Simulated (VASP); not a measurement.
Input of a VASP 6.6.1 run:

INCAR

```
  PREC = Accurate
  ENCUT = 600
  EDIFF = 1E-7
  ISMEAR = 0
  SIGMA = 0.1
  LREAL = False
  LASPH = True
  NELM = 120
  ALGO = Normal
  ISIF = 3
  LWAVE = False
  LCHARG = False
  GGA = PS
  IBRION = 2
  NSW = 100
  EDIFFG = -0.002
  GGA_COMPAT = False
  NELMIN = 4
```

KPOINTS

```
regular mesh
0
Gamma
  16 16 16
```

The input POSCAR:

```
TaN
1.0
    0.0000000000      2.1890869179      2.1890869179
    2.1890869179      0.0000000000      2.1890869179
    2.1890869179      2.1890869179      0.0000000000
Ta N
1 1
Direct
    0.5000000000      0.5000000000      0.5000000000
    0.0000000000      0.0000000000      0.0000000000
```

Potentials or basis: VASP PAW PBE potentials, release 64 (Ta_pv, N).

The run is started by

```bash
$ cat potpaw_PBE.64/Ta_pv/POTCAR potpaw_PBE.64/N/POTCAR > POTCAR
$ mpirun -np 1 vasp_std > vasp.out
```

(1) What does it give for the band gap on the k mesh?

(2) What does it give for the relaxed volume?

(3) Estimate the space group after relaxing (to 0.1 Å).

(4) Estimate the relaxed cell.

## Answers

(1) zero (bands 8 and 9 overlap by 4.11 eV).

(2) 10.50 Å³/atom.

(3) Fm-3m (No. 225).

(4) a = 3.097 Å, b = 3.097 Å, c = 3.097 Å, α = 60.00°, β = 60.00°, γ = 60.00°.

Caveat: the PAW data sets were made with another functional, which shifts forces and pressure a little; spin-orbit coupling is left out, which moves the levels of the heavy elements.
